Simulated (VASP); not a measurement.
Write the native input for VASP 6.6.1 that does the following.

| Item | Value |
| --- | --- |
| Task | single point |
| Functional | PBE |
| Potentials or basis | VASP PAW PBE potentials, release 64 (Zr_sv, Mo_sv, C) |
| Cutoff | 520 eV |
| k mesh | 12 × 12 × 8 |
| Occupations | gaussian, width 0.1 eV |
| Spin | no spin polarisation |
| Dipole correction | no |
| Further INCAR settings | ALGO = Normal; EDIFF = 1e-06; NBANDS = 32 |

The structure of ZrMo2C2 lies in POSCAR:

```
ZrMo2C2
1.0
    4.1882465159      0.0000000000      0.0000000000
   -2.0941232579      3.6271278800      0.0000000000
    0.0000000000      0.0000000000      5.5904118975
Zr Mo C
1 2 2
Direct
    0.0000000000      0.0000000000      0.0000000000
    0.3333333333      0.6666666667      0.5000000000
    0.6666666667      0.3333333333      0.5000000000
    0.0000000000      0.0000000000      0.6208608106
    0.0000000000      0.0000000000      0.3791391894
```

One way to write it, as run:

INCAR

```
SYSTEM = ZrMo2C2
ALGO     = Normal         ! electronic algorithm
EDIFF    = 1E-6           ! SCF threshold, eV
ENCUT    = 520            ! plane-wave cutoff, eV
GGA      = PE             ! functional
ISIF     = 2              ! what is computed and relaxed
ISMEAR   = 0              ! smearing method
LASPH    = .True.         ! aspherical terms in the spheres
LCHARG   = .False.        ! write CHGCAR
LREAL    = .False.        ! projectors in reciprocal space
LWAVE    = .False.        ! write WAVECAR
NBANDS   = 32             ! bands
NELM     = 80             ! most SCF steps
PREC     = Accurate       ! precision mode
SIGMA    = 0.1            ! smearing width, eV
```

KPOINTS

```
k-points
0
Gamma
  12 12 8
  0 0 0
```

Potentials or basis: VASP PAW PBE potentials, release 64 (Zr_sv, Mo_sv, C).

Command:

```sh
$ cat potpaw_PBE.64/Zr_sv/POTCAR potpaw_PBE.64/Mo_sv/POTCAR potpaw_PBE.64/C/POTCAR > POTCAR
$ mpirun -np 1 vasp_std > vasp.out
```

It gave:

- Pressure: 0.4 GPa
- Largest force: 0.073 eV/Å
- Band gap on the k mesh: zero (band 24 reaches 8.15 eV, above the bottom of band 25 at 6.59 eV)

Run time: 3.1 min on 1 thread of AMD EPYC 7R13, with other jobs on the host, peak memory 0.37 GiB.
